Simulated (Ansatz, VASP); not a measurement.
## Au in VASP and in Ansatz

Contents of POSCAR:

```
Au
1.0
    0.0000000000      2.0749120936      2.0749120936
    2.0749120936      0.0000000000      2.0749120936
    2.0749120936      2.0749120936      0.0000000000
Au
1
Direct
    0.0000000000      0.0000000000      0.0000000000
```

File INCAR.step1:

```
ALGO = Normal
EDIFF = 1E-4
ENCUT = 520
GGA = PE
ISMEAR = -1
LASPH = T
LCHARG = F
LREAL = F
LWAVE = T
NBANDS = 12
NELM = 60
PREC = Accurate
SIGMA = 0.05
```

File INCAR.step2:

```
ALGO = Normal
BPARAM = 11.95
CPARAM = 0.0093
EDIFF = 1E-6
ENCUT = 520
ISIF = 2
ISMEAR = -1
ISTART = 1
IVDW_NL = 2
LASPH = T
LCHARG = F
LMIXTAU = T
LREAL = F
LUSE_VDW = T
LWAVE = F
METAGGA = R2SCAN
NBANDS = 12
NELM = 60
PREC = Accurate
SIGMA = 0.05
```

KPOINTS

```
k-points
0
Gamma
  11 11 11
```

input.yaml

```yaml
crystal:
  lattice:
    - [0.0, 2.0749120936, 2.0749120936]
    - [2.0749120936, 0.0, 2.0749120936]
    - [2.0749120936, 2.0749120936, 0.0]
  atoms:
    - { symbol: Au, position: [0.0, 0.0, 0.0] }
hamiltonian:
  xc: r2scan
  pseudopotentials: { kind: paw }
  dispersion: rvv10
kpoints:
  mp_grid: { grid: [11, 11, 11] }
scf:
  occupations: { method: fermi_dirac, width: 0.05 }
output:
  forces: true
  stress: true
  eigenvalues: true
```

Alike in both runs: task single point; functional r2SCAN; dispersion rVV10; k mesh 11 × 11 × 11; occupations fermi-dirac, width 0.05 eV; no spin polarisation.

|  | VASP | Ansatz |
| --- | --- | --- |
| version | VASP 6.6.1 | Ansatz 0.2.0 |
| potentials or method | VASP PAW PBE potentials, release 64 (Au) | Ansatz PAW |
| plane-wave cutoff (eV) | 520 | 500 |
| valence electrons in the cell | 11 | 19 |

Ansatz gave:

```
gap on the k mesh at the Fermi level (eV) : none
pressure (GPa)                            : -5.6
```

Question: What did VASP give for the same quantities?

Answer: gap on the k mesh at the Fermi level (eV): none; pressure (GPa): -4.5.

VASP's potentials were made for PBE, not for r2SCAN. A gap of «none» marks a metal or a gap that the smearing closes. VASP's potentials hold 11 valence electrons a cell and Ansatz's 19, so a difference there can come from the potentials and not from the codes.

Neither program's run includes spin-orbit coupling.
